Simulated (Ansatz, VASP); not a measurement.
**SnN2F2: VASP beside Ansatz**

```
Sn N F
1.0
     4.39704   -2.64701    0.00000
     4.39704    2.64701    0.00000
    -1.25295    0.00000    3.52112
Sn N F
1 2 2
Direct
  0.00000 0.00000 0.00000
  0.53801 0.53801 0.90607
  0.46199 0.46199 0.09393
  0.82764 0.82764 0.36347
  0.17236 0.17236 0.63653
```

Alike in both runs: task single point; functional LDA; k mesh 4 × 4 × 6; no spin polarisation.

```csv
,VASP,Ansatz
version,VASP 6.6.1,Ansatz 0.2.0
potentials or method,"VASP PAW LDA potentials, release 64 (Sn_d, N, F)","plane waves, PAW"
plane-wave cutoff (eV),520,420
occupations,"gaussian, width 0.01 eV",fixed
valence electrons in the cell,38,38
```

|  | VASP | Ansatz | Ansatz less VASP |
| --- | --- | --- | --- |
| pressure (GPa) | 0.0 | -0.8 | -0.80 |
| traceless stress, the component that is largest in VASP (GPa) | 11.32 | 12.19 | +0.869 |

LDA's correlation is that of Perdew and Zunger in VASP and of Perdew and Wang (1992) in Ansatz.

Noted on VASP's run: the standard files for N, O and F lose accuracy on very short bonds.
